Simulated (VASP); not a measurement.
Write the native input for VASP 6.6.1 that does the following.

```yaml
Task: relaxation of cell and atoms
Functional: PBE
Potentials_or_basis: VASP PAW PBE potentials, release 64 (Nb_sv, P)
Cutoff: 600 eV
k_mesh: 10 × 10 × 10
Occupations: fermi-dirac, width 0.02 eV
Spin: no spin polarisation
Dipole_correction: no
Further_INCAR_settings: ALGO = Normal; EDIFF = 1e-07; IBRION = 2; EDIFFG = -0.005; NSW = 80; ISIF = 3
```

The structure of NbP lies in POSCAR:

```
NbP
1.0
   -1.6749232544      1.6749232544      5.7401081759
    1.6749232544     -1.6749232544      5.7401081759
    1.6749232544      1.6749232544     -5.7401081759
Nb P
2 2
Direct
    0.7498808000      0.7498808000      0.0000000000
    0.4998808000      0.9998808000      0.5000000000
    0.3327477700      0.3327477700      0.0000000000
    0.0827477800      0.5827477800      0.5000000000
```

These files were run (other wordings do the same):

INCAR

```
SYSTEM = NbP
PREC = Accurate
ENCUT = 600
EDIFF = 1E-7
ISMEAR = -1
SIGMA = 0.02
LREAL = .False.
LASPH = .True.
NELM = 60
ALGO = Normal
ISIF = 3
LWAVE = .False.
LCHARG = .False.
GGA = PE
IBRION = 2
NSW = 80
EDIFFG = -0.005
```

KPOINTS

```
Automatic mesh
0
Gamma
  10 10 10
  0 0 0
```

Potentials or basis: VASP PAW PBE potentials, release 64 (Nb_sv, P).

Run with:

```console
$ cat potpaw_PBE.64/Nb_sv/POTCAR potpaw_PBE.64/P/POTCAR > POTCAR
$ mpirun -np 1 vasp_std > vasp.out
```

It gave:

* Relaxed volume: 15.98 Å³/atom
* Relaxed cell: a = 6.187 Å, b = 6.187 Å, c = 6.187 Å, α = 148.65°, β = 148.65°, γ = 44.92°
* Space group after relaxing (to 0.1 Å): I4_1md (No. 109)
* Energy gained by relaxing: 0.6 meV/atom
* Ionic steps: 6
* Pressure after relaxing: 0.0 GPa
* Band gap on the k mesh: zero (bands 18 and 19 overlap by 0.15 eV)

Run time: 22 min on 1 thread of Oxide Virtual Turin-like Processor, on a shared host, peak memory 0.42 GiB.
